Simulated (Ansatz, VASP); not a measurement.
## One calculation of MgI2, two programs

```
I Mg
1.0
     4.14000    0.00000    0.00000
    -2.07000    3.58535    0.00000
     0.00000    0.00000    6.88000
I Mg
2 1
Direct
  0.66667 0.33333 0.75000
  0.33333 0.66667 0.25000
  0.00000 0.00000 0.00000
```

Alike in both runs: task relaxation of cell and atoms; functional PBEsol; k mesh 8 × 8 × 4; occupations fermi-dirac, width 0.05 eV; no spin polarisation.

|  | VASP | Ansatz |
| --- | --- | --- |
| version | VASP 6.6.1 | Ansatz 0.2.0 |
| potentials or method | VASP PAW PBE potentials, release 64 (I, Mg) | Ansatz PAW |
| plane-wave cutoff (eV) | 600 | 420 |
| valence electrons in the cell | 16 | 44 |

|  | VASP | Ansatz | Ansatz less VASP |
| --- | --- | --- | --- |
| gap on the k mesh at the Fermi level, each at its own relaxed structure (eV) | 3.53 | 3.55 | +0.016 |
| relaxed volume (Å³/atom) | 34.53 | 34.65 | +0.116 |
| relaxed cell length with the largest relative difference (Å) | 4.127 | 4.132 | +0.0056 |

VASP's potentials were made for PBE, not for PBEsol. VASP's potentials hold 16 valence electrons a cell and Ansatz's 44, so a difference there can come from the potentials and not from the codes.

Spin-orbit coupling is off throughout. Noted on Ansatz's run: the plane-wave basis is chosen anew once the cell has moved, so the energies of steps on either side of that aren't comparable.
